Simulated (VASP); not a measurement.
HfN (f.blda): single point with LDA

Crystal: HfN (f.blda).

```
Hf N
1.0
     0.00000    2.23411    2.23411
     2.23411    0.00000    2.23411
     2.23411    2.23411    0.00000
Hf N
1 1
Cartesian
  0.0000 0.0000 0.0000
  2.2341 2.2341 2.2341
```

* Program: VASP 6.6.1
* Task: single point
* Functional: LDA
* Potentials or basis: VASP PAW LDA potentials, release 64 (Hf_pv, N)
* Cutoff: 600 eV
* k mesh: 16 × 16 × 16
* Occupations: gaussian, width 0.1 eV
* Spin: no spin polarisation
* Dipole correction: no
* Further INCAR settings: ALGO = Normal; EDIFF = 1e-06; NBANDS = 14

| Property | Result |
| --- | --- |
| Pressure | -1.3 GPa |

Levels at points of the mesh, in eV from the Fermi level:
```csv
k point,band 4,band 5,band 6,band 7,band 8,band 9,band 10,band 11,band 12,band 13
"(0.00, 0.00, 0.00)",-17.42,-2.98,-2.98,-2.98,-0.40,-0.40,-0.40,2.00,2.00,2.32
"(0.50, 0.00, 0.00)",-14.41,-9.02,-6.32,-6.32,3.44,3.84,3.84,4.74,9.23,9.23
"(0.50, 0.50, 0.00)",-16.30,-5.27,-3.97,-3.61,-3.61,4.23,5.76,5.76,6.08,8.40
```

Run time: 36 s on 1 thread of AMD EPYC 9R45 96-Core Processor (Zen 5), on a shared host, peak memory 0.16 GiB.

Caveat: spin-orbit coupling is left out, which moves the levels of the heavy elements.
